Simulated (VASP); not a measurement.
A run of VASP 6.6.1 is set up as follows.

Contents of INCAR:

```
ALGO = Normal
EDIFF = 1E-6
ENCUT = 500
GGA = PE
GGA_COMPAT = False
ISIF = 2
ISMEAR = 0
LASPH = True
LCHARG = False
LREAL = False
LWAVE = False
NBANDS = 17
NELM = 120
PREC = Accurate
SIGMA = 0.01
```

The input KPOINTS:

```
k-points
0
Gamma
  6 6 6
```

The input POSCAR:

```
Na2S
1.0
    0.0000000000      3.3482374574      3.3482374574
    3.3482374574      0.0000000000      3.3482374574
    3.3482374574      3.3482374574      0.0000000000
S Na
1 2
Direct
    0.0000000000      0.0000000000      0.0000000000
    0.2500000000      0.2500000000      0.2500000000
    0.7500000000      0.7500000000      0.7500000000
```

Potentials or basis: VASP PAW PBE potentials, release 64 (S, Na_pv).

The run is started by

```console
$ cat potpaw_PBE.64/S/POTCAR potpaw_PBE.64/Na_pv/POTCAR > POTCAR
$ mpirun -np 1 vasp_std > vasp.out
```

(1) Predict the band gap on the k mesh.

(2) What does it give for the pressure?

Answers

(1) 2.26 eV, direct.

(2) -1.5 GPa.
